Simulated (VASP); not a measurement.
# Sn2Pb in VASP: a series of runs, part 2 of 2

VASP 6.6.1.

### Step 6. Single point, PBE

This run uses another cell than the first one, of the same volume but with other edges.

The input, INCAR:

```
SYSTEM = Sn2Pb
PREC     = Accurate       ! precision mode
ENCUT    = 520            ! plane-wave cutoff, eV
EDIFF    = 1E-7           ! SCF threshold, eV
ISMEAR   = 0              ! smearing method
SIGMA    = 0.1            ! smearing width, eV
LREAL    = .False.        ! projectors in reciprocal space
LASPH    = .True.         ! aspherical terms in the spheres
NELM     = 100            ! most SCF steps
ALGO     = Fast           ! electronic algorithm
ISIF     = 2              ! what is computed and relaxed
LWAVE    = .False.        ! write WAVECAR
LCHARG   = .False.        ! write CHGCAR
GGA      = PE             ! functional
NBANDS   = 28             ! bands
```

The input, KPOINTS:

```
Automatic mesh
0
Gamma
  12 12 4
  0 0 0
```

The input, POSCAR:

```
Sn2Pb
1.0
    3.3238181334      0.0000000000      0.0000000000
   -1.6619090667      2.8785109411      0.0000000000
    0.0000000000      0.0000000000      9.3959794444
Sn Pb
2 1
Direct
    0.0000000000      0.0000000000      0.3380471221
    0.0000000000      0.0000000000      0.6619528779
    0.0000000000      0.0000000000      0.0000000000
```

Potentials or basis: VASP PAW PBE potentials, release 64 (Sn_d, Pb_d).

Started as:

```sh
> cat potpaw_PBE.64/Sn_d/POTCAR potpaw_PBE.64/Pb_d/POTCAR > POTCAR
> mpirun -np 1 vasp_std > vasp.out
```

OUTCAR:

```text
SYSTEM = Sn2Pb
   PREC = Accurate
   ENCUT = 520
   EDIFF = 1E-7
   ISMEAR = 0
   LREAL = .False.
   LASPH = .True.
   NELM = 100
   ISIF = 2
   GGA = PE

 ion  position               nearest neighbor table
   1  0.000  0.000  0.338-   2 3.04   3 3.18
   2  0.000  0.000  0.662-   1 3.04   3 3.18
   3  0.000  0.000  0.000-   1 3.18   2 3.18

  LATTYP: Found a hexagonal cell.
 ALAT       =     3.3238181334
 C/A-ratio  =     2.8268632841

  Lattice vectors:

 A1 = (   3.3238181334,   0.0000000000,   0.0000000000)
 A2 = (  -1.6619090667,   2.8785109411,   0.0000000000)
 A3 = (   0.0000000000,   0.0000000000,   9.3959794444)

Analysis of symmetry for initial positions (statically):
[... 6 lines left out ...]

 Subroutine GETGRP returns: Found 24 space group operations
 (whereof 24 operations were pure point group operations)
 out of a pool of 24 trial point group operations.

The static configuration has the point symmetry D_6h.

Analysis of symmetry for dynamics (positions and initial velocities):
[... 6 lines left out ...]

[... 143 lines left out ...]
 NGX is ok and might be reduce to    28

 number of electron      42.0000011 magnetization

 Free energy of the ion-electron system (eV)
  ---------------------------------------------------
  ext. energy  EPLUGINS =         0.00000000
  ---------------------------------------------------
  free energy    TOTEN  =       -11.03915217 eV

  energy without entropy =      -11.03162281  energy(sigma->0) =      -11.03538749

 E-fermi :   6.9258     XC(G=0):  -9.9600

 val. band max:        6.8917012466   @ k =   0.3333   0.3333   0.5000
 cond. band min:       6.9636033621   @ k =   0.3333   0.3333   0.2500
 fundamental gap:      0.0719021155
 Fermi energy:         6.9257508592

 k-point     1 :       0.0000    0.0000    0.0000
  band No.  band energies     occupation
      1     -14.5525      2.00000
      2     -14.4659      2.00000
      3     -14.4659      2.00000
      4     -14.4586      2.00000
      5     -14.4586      2.00000
      6     -14.3836      2.00000
[... 733 lines left out ...]
     27      12.8003      0.00000
     28      12.9548      0.00000

 [... further k-points ...]
[... 5 lines left out ...]
  --------------------------------------------------------------------------------------
  -------------------------------------------------------------------------------------
  Total       -0.0342358     -0.0342358     -0.0161230      0.0000000     -0.0000000      0.0000000
  in kB       -0.6101609     -0.6101609     -0.2873488      0.0000000     -0.0000000      0.0000000
  external PRESSURE =      -0.5025568 kB  Pullay stress =       0.0000000 kB

 VOLUME and BASIS-vectors are now :
 -----------------------------------------------------------------------------
  energy-cutoff  :      520.00
  volume of cell :       89.90
      direct lattice vectors                 reciprocal lattice vectors
     3.323818133  0.000000000  0.000000000     0.300858820  0.173700920  0.000000000
    -1.661909067  2.878510941  0.000000000     0.000000000  0.347401841  0.000000000
     0.000000000  0.000000000  9.395979444     0.000000000  0.000000000  0.106428500

 POSITION                                       TOTAL-FORCE (eV/Angst)
 -----------------------------------------------------------------------------------
      0.00000      0.00000      3.17628         0.000000     -0.000000     -0.000406
      0.00000      0.00000      6.21970        -0.000000      0.000000      0.000406
      0.00000      0.00000      0.00000         0.000000      0.000000      0.000000
 -----------------------------------------------------------------------------------
    total drift:                               -0.000000     -0.000000      0.000000

  FREE ENERGIE OF THE ION-ELECTRON SYSTEM (eV)
  ---------------------------------------------------
  free  energy   TOTEN  =       -11.0391521680 eV

  energy  without entropy=      -11.0316228052  energy(sigma->0) =      -11.03538749
```

It took 2.8 min on 1 thread of Intel Xeon Platinum 8259CL at 2.50GHz (Skylake/Cascade Lake), shared host; peak memory 0.3 GiB.

Results:

| Property | Result |
| --- | --- |
| Free energy | -11.0392 eV |
| Pressure | -0.1 GPa |
| Band gap on the k mesh | zero (band 21 reaches 12.16 eV, above the bottom of band 22 at 5.09 eV) |

Levels at points of the mesh, in eV from the Fermi level:
```csv
k point,band 17,band 18,band 19,band 20,band 21,band 22,band 23,band 24,band 25,band 26
"(0.00, 0.00, 0.00)",-9.53,-8.73,-2.38,-2.17,5.09,6.60,6.60,8.21,8.21,8.61
"(0.50, 0.00, 0.00)",-5.93,-5.03,-4.14,-2.73,-2.58,0.75,1.19,3.25,4.73,4.78
"(0.00, 0.00, 0.50)",-10.10,-7.95,-4.36,1.55,1.75,6.88,6.88,7.38,7.38,9.30
"(0.50, 0.00, 0.50)",-6.46,-4.13,-3.76,-3.68,-1.86,-1.35,3.42,3.56,3.86,4.98
```

Caveat: spin-orbit coupling is left out, which moves the levels of the heavy elements.

### Step 7. Relaxation of cell and atoms, PBE

This run uses another cell than the first one, of 30.61 Å³/atom, 1.023 times its volume.

The input, INCAR:

```
PREC = Accurate
ENCUT = 600
EDIFF = 1E-7
ISMEAR = 0
SIGMA = 0.2
LREAL = F
LASPH = T
NELM = 60
ALGO = Normal
ISIF = 3
LWAVE = F
LCHARG = F
GGA = PE
IBRION = 2
NSW = 36
EDIFFG = -0.08
```

The input, KPOINTS:

```
Automatic mesh
0
Gamma
  6 6 3
```

The input, POSCAR:

```
Sn2Pb
1.0
    3.6815180700      0.0000000000      0.0000000000
   -1.8407590400      3.1882881700      0.0000000000
    0.0000000000      0.0000000000      7.8231656500
Sn Pb
2 1
Direct
    0.0000000000      0.0000000000      0.2694311700
    0.0000000000      0.0000000000      0.7438638400
    0.0000000000      0.0000000000      0.0061057400
```

Started as:

```sh
> cat potpaw_PBE.64/Sn_d/POTCAR potpaw_PBE.64/Pb_d/POTCAR > POTCAR
> mpirun -np 1 vasp_std > vasp.out
```

Wall time 8 min (1 thread of Intel Xeon Platinum 8259CL at 2.50GHz (Skylake/Cascade Lake), shared host); peak memory 0.26 GiB.

The run converged. Its results:

```yaml
Free_energy: -11.1398 eV
Relaxed_volume: 30.16 Å³/atom
Relaxed_cell: a = 3.283 Å, b = 3.283 Å, c = 9.696 Å, α = 90.00°, β = 90.00°, γ = 120.00°
Space_group_after_relaxing_to_0.05_Å: P6/mmm (No. 191)
Energy_gained_by_relaxing: 4102.6 meV/atom
Ionic_steps: 15
Pressure_after_relaxing: -0.1 GPa
Largest_force_after_relaxing: 0.022 eV/Å
```

Forces in eV/Å, atoms in the order of the input:
```
Sn   0.000  0.000 -0.002
Sn   0.000  0.000  0.022
Pb   0.000  0.000 -0.020
```

Stress tensor (GPa, compression positive):
```
-0.18  0.00  0.00
 0.00 -0.18  0.00
 0.00  0.00  0.06
```

Step by step:
```csv
step,energy change (eV),largest force (eV/Å),pressure (GPa),volume (Å³)
1,0.0000,22.5318,52.78,91.83
2,2.1845,0.5546,-30.22,226.98
3,-10.4980,0.3619,-5.71,155.46
4,-10.5272,0.3451,-5.72,153.84
5,-11.3636,0.2185,-6.14,122.77
6,-11.5836,0.1293,-3.55,107.29
7,-11.6115,0.2959,-5.01,112.78
8,-11.6208,0.2727,-4.64,111.09
9,-12.1612,0.2969,-2.73,97.80
10,-12.2962,0.2818,0.37,89.77
11,-12.2962,0.2832,0.58,89.36
12,-12.3042,0.1677,0.10,90.23
13,-12.3048,0.1311,-0.06,90.54
14,-12.3068,0.0864,-0.08,90.52
15,-12.3078,0.0219,-0.10,90.49
```

Final structure:
```
Sn Pb
1.0
     3.28283    0.00000    0.00000
    -1.64141    2.84301    0.00000
     0.00000    0.00000    9.69563
Sn Pb
2 1
Cartesian
  0.0000 0.0000 3.3349
  -1.6414 2.8430 6.4821
  0.0000 0.0000 0.0668
```

Levels at points of the mesh, in eV from the Fermi level:
```csv
k point,band 19,band 20,band 21,band 22,band 23,band 24
"(0.00, 0.00, 0.00)",-2.90,-2.66,3.96,6.83,6.83,7.60
"(0.50, 0.00, 0.00)",-4.38,-3.06,-3.05,0.39,0.84,3.30
```

Caveat: the bands computed are all filled at some k points, so no gap is given; spin-orbit coupling is left out, which moves the levels of the heavy elements; the relaxation stopped at a loose force limit of 0.08 eV/Å, so its end isn't a converged minimum.

### Step 8. The runs side by side

| task | cell | k mesh | cutoff (eV) | smearing | gap on the mesh (eV) | pressure (GPa) |
| --- | --- | --- | --- | --- | --- | --- |
| single point | a = 5.735, b = 5.735, c = 3.150 Å, angles 90.0, 90.0, 120.0°, 3 atoms | 6 × 6 × 12 | 520 | gaussian 0.1 eV | none | -0.1 |
| single point | a = 5.606, b = 5.606, c = 3.306 Å, angles 90.0, 90.0, 120.0°, 3 atoms | 6 × 6 × 12 | 520 | gaussian 0.1 eV | none | -1.3 |
| single point | a = 5.660, b = 5.660, c = 3.337 Å, angles 90.0, 90.0, 120.0°, 3 atoms | 6 × 6 × 12 | 520 | gaussian 0.1 eV | none | -2.4 |
| single point | a = 5.730, b = 5.730, c = 3.379 Å, angles 90.0, 90.0, 120.0°, 3 atoms | 6 × 6 × 12 | 520 | gaussian 0.1 eV | none | -3.6 |
| single point | a = 3.324, b = 3.324, c = 9.396 Å, angles 90.0, 90.0, 120.0°, 3 atoms | 12 × 12 × 4 | 520 | gaussian 0.1 eV | none | -0.1 |
| relaxation of cell and atoms | relaxed from a = 3.682, b = 3.682, c = 7.823 Å, angles 90.0, 90.0, 120.0°, 3 atoms | 6 × 6 × 3 | 600 | gaussian 0.2 eV | - | -0.1 |

Alike in all rows: level PBE; potentials or basis VASP PAW PBE potentials, release 64 (Sn_d, Pb_d); no spin polarisation.

Caveats: spin-orbit coupling is left out, which moves the levels of the heavy elements; the bands computed are all filled at some k points, so no gap is given (some runs); the relaxation stopped at a loose force limit of 0.08 eV/Å, so its end isn't a converged minimum (some runs).

Absolute energies hang on the potentials; compare differences alone.
